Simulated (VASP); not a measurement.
Here is a VASP 6.6.1 calculation.

The input INCAR:

```
SYSTEM = ZnS
PREC = Accurate ; ENCUT = 520
EDIFF = 1E-6 ; ISMEAR = -1
SIGMA = 0.1034 ; LREAL = Auto
LASPH = .TRUE. ; NELM = 100
ALGO = Normal ; ISIF = 2
LWAVE = .FALSE. ; LCHARG = .FALSE.
GGA = PE ; NBANDS = 166
```

The input KPOINTS:

```
Automatic mesh
0
G
  3 3 1
  0 0 0
```

The input POSCAR:

```
ZnS
1.0
    3.9240838351      0.0000000000      0.0000000000
   -1.9620419176      3.3983562878      0.0000000000
    0.0000000000      0.0000000000     51.2942519253
Zn S
16 16
Direct
    0.2611227457      0.6485052812      0.5027011026
    0.2750152945      0.6442579337      0.8715580074
    0.6089942575      0.3025141901      0.1902624492
    0.0223934083      0.0292988703      0.4401276391
    0.3184440184      0.6605190303      0.1278046322
    0.7265878827      0.2893295808      0.0026681352
    0.6675801836      0.3305233192      0.6270055960
   -0.0057880991     -0.0055008947      0.2452646160
    0.0228173661     -0.0471660375      0.9365958796
    0.7177630296      0.3565679692      0.8124397654
    0.3030573665      0.6471051926      0.6902565233
    0.0144068701      0.0207950533      0.7505425960
    0.6013213367      0.3214092071      0.3740500598
    0.0598350969      0.0261844234      0.5637410414
    0.3337646910      0.6736250723      0.3092946559
   -0.0255010072     -0.0245948314      0.0604714346
    0.6450284721      0.3308949694      0.0493818684
    0.0196519007     -0.0732177497      0.1074305559
    0.2425768949      0.6480203409      0.3599346575
    0.6345454601      0.4228352999      0.4195809704
    0.5720077704      0.2609467416      0.6736468260
    0.3798027296      0.6697623225      0.5492137022
    0.6482432991      0.2835653235      0.8598240416
   -0.0616288804     -0.0027348516      0.4851813423
    0.0491808649     -0.0070004432      0.9863244730
   -0.0122755832     -0.0019303450      0.7957156888
    0.2883469388      0.6421313174      0.7357951346
    0.0319519311      0.0208094720      0.2936248885
    0.3134167442      0.6006821614      0.9170469055
   -0.0087476170      0.0267861849      0.6097899243
    0.2440177716      0.5792741647      0.1763736415
    0.6636342432      0.3616204117      0.2344377303
```

Potentials or basis: VASP PAW PBE potentials, release 64 (Zn, S).

Launch:

```bash
$ cat potpaw_PBE.64/Zn/POTCAR potpaw_PBE.64/S/POTCAR > POTCAR
$ mpirun -np 1 vasp_std > vasp.out
```

Question: Estimate the pressure.

Answer: -1.8 GPa.

Question: Estimate the band gap on the k mesh.

Answer: 0.58 eV.

Forces on the atoms (eV/Å):
```
Zn   0.161  0.159 -0.227
Zn   0.965 -0.275  0.596
Zn  -0.143 -0.636 -0.398
Zn  -0.277  0.306 -0.830
Zn   1.196 -0.846  0.047
Zn  -0.758  0.526  0.044
Zn  -0.547  0.242 -0.097
Zn  -0.190  0.909  1.163
Zn  -0.220 -0.051 -0.156
Zn  -0.592 -0.221  0.160
Zn  -0.239 -0.791 -0.233
Zn  -0.333 -0.743 -0.012
Zn  -0.487 -0.117  0.076
Zn  -0.077 -0.371  0.177
Zn   0.174  0.097  0.582
Zn  -0.030  0.456  0.809
S    0.460 -0.681 -0.948
S   -1.546  0.873  0.551
S    0.696  0.362 -0.998
S    0.284 -0.572  0.911
S    0.383  1.011 -0.182
S   -0.354  0.386 -0.436
S   -0.921  0.387 -1.222
S    0.134 -0.061  0.531
S    0.515 -0.582 -0.660
S    0.566  0.040  0.511
S    0.336  0.719 -0.168
S   -0.525 -0.199 -0.085
S    0.216  0.237  1.250
S    0.571 -0.482  0.365
S    0.350  0.945 -1.166
S    0.229 -1.028  0.043
```

Caveat: the k points lie up to 0.62 Å⁻¹ apart; the atoms stand as in a frame of molecular dynamics; semilocal functionals underestimate gaps, and a narrow one can read as zero; forces of over 1 eV/Å act on the atoms, so gaps and moduli don't describe the material at rest.
